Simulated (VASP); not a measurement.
Input of a VASP 6.6.1 run:

Contents of INCAR:

```
SYSTEM = Hf
  ALGO = Normal
  EDIFF = 1E-7
  ENCUT = 520
  ISIF = 2
  ISMEAR = -1
  LASPH = .True.
  LCHARG = .False.
  LREAL = .False.
  LWAVE = .False.
  NBANDS = 11
  NELM = 60
  PREC = Accurate
  SIGMA = 0.08
```

The input KPOINTS:

```
k-points
0
Gamma
  17 17 17
  0 0 0
```

The input POSCAR:

```
Hf
1.0
   -1.3667542034      1.3667542034      1.3667542034
    1.3667542034     -1.3667542034      1.3667542034
    1.3667542034      1.3667542034     -1.3667542034
Hf
1
Direct
    0.0000000000      0.0000000000      0.0000000000
```

Potentials or basis: VASP PAW LDA potentials, release 64 (Hf_pv).

Launch:

```console
$ cat potpaw_LDA.64/Hf_pv/POTCAR > POTCAR
$ mpirun -np 1 vasp_std > vasp.out
```

Question: Predict the band gap on the k mesh.

Answer: Zero (band 5 reaches 13.35 eV, above the bottom of band 6 at 9.93 eV).

Question: What does it give for the pressure?

Answer: 277.1 GPa.

Caveat: spin-orbit coupling is left out, which moves the levels of the heavy elements.
